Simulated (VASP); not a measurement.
# Hf: single point with PBE+D3(BJ)

Crystal: Hf.

```
CELL_PARAMETERS angstrom
3.19670 0.00000 0.00000
-1.59835 2.76842 0.00000
0.00000 0.00000 5.05780
ATOMIC_POSITIONS crystal
Hf 0.33333 0.66667 0.25000
Hf 0.66667 0.33333 0.75000
```

```
Program             : VASP 6.6.1
Task                : single point
Functional          : PBE
Dispersion          : D3(BJ)
Potentials or basis : VASP PAW PBE potentials, release 64 (Hf_pv)
Cutoff              : 500 eV
k mesh              : 6 × 6 × 4
Occupations         : gaussian, width 0.1 eV
Spin                : no spin polarisation
```

```yaml
Pressure: -2.8 GPa
Band_gap_on_the_k_mesh: zero (bands 10 and 11 overlap by 1.38 eV)
Dispersion_energy_per_atom: -0.450 eV
```

Stress tensor (GPa, compression positive):
```
-3.09  0.00  0.00
 0.00 -3.09  0.00
 0.00  0.00 -2.31
```

Levels at points of the mesh, in eV from the Fermi level:
| k point | band 6 | band 7 | band 8 | band 9 | band 10 | band 11 | band 12 | band 13 | band 14 | band 15 |
| --- | --- | --- | --- | --- | --- | --- | --- | --- | --- | --- |
| (0.00, 0.00, 0.00) | -30.26 | -7.43 | -3.76 | 0.59 | 1.12 | 1.12 | 1.41 | 1.94 | 1.94 | 2.59 |
| (0.50, 0.00, 0.00) | -30.35 | -3.40 | -2.80 | -2.28 | -0.86 | 0.74 | 0.82 | 1.63 | 5.83 | 6.34 |
| (0.00, 0.00, 0.50) | -30.33 | -5.46 | -5.46 | 0.10 | 0.10 | 1.02 | 1.02 | 1.02 | 1.02 | 4.74 |
| (0.50, 0.00, 0.50) | -30.46 | -3.46 | -3.46 | -1.04 | -1.04 | 1.12 | 1.12 | 2.60 | 2.60 | 6.04 |

It took 7.1 s on 1 thread of Intel(R) Xeon(R) Platinum 8488C (Sapphire Rapids) (shared host), peak memory 0.16 GiB.

Caveat: the k points lie up to 0.38 Å⁻¹ apart, too coarse for converged energies and pressures of a metal; spin-orbit coupling is left out, which moves the levels of the heavy elements.
